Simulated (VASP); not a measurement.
Here is a VASP 6.6.1 calculation.

File INCAR:

```
SYSTEM = Mo
ALGO = Normal ; EDIFF = 1E-6
ENCUT = 520 ; GGA = PE
ISIF = 2 ; ISMEAR = 1
LASPH = .TRUE. ; LCHARG = .FALSE.
LREAL = .FALSE. ; LWAVE = .FALSE.
NBANDS = 13 ; NELM = 60
PREC = Accurate ; SIGMA = 0.3
```

The input KPOINTS:

```
k-points
0
G
  14 14 14
  0 0 0
```

The input POSCAR:

```
Mo
1.0
   -1.5813793950      1.5813793950      1.5813793950
    1.5813793950     -1.5813793950      1.5813793950
    1.5813793950      1.5813793950     -1.5813793950
Mo
1
Direct
    0.0000000000      0.0000000000      0.0000000000
```

Potentials or basis: VASP PAW PBE potentials, release 64 (Mo_sv).

Run with:

```console
$ cat potpaw_PBE.64/Mo_sv/POTCAR > POTCAR
$ mpirun -np 1 vasp_std > vasp.out
```

(1) Estimate the pressure.

(2) Predict the band gap on the k mesh.

## Answers

(1) 0.5 GPa.

(2) zero (band 7 reaches 16.30 eV, above the bottom of band 8 at 11.05 eV).
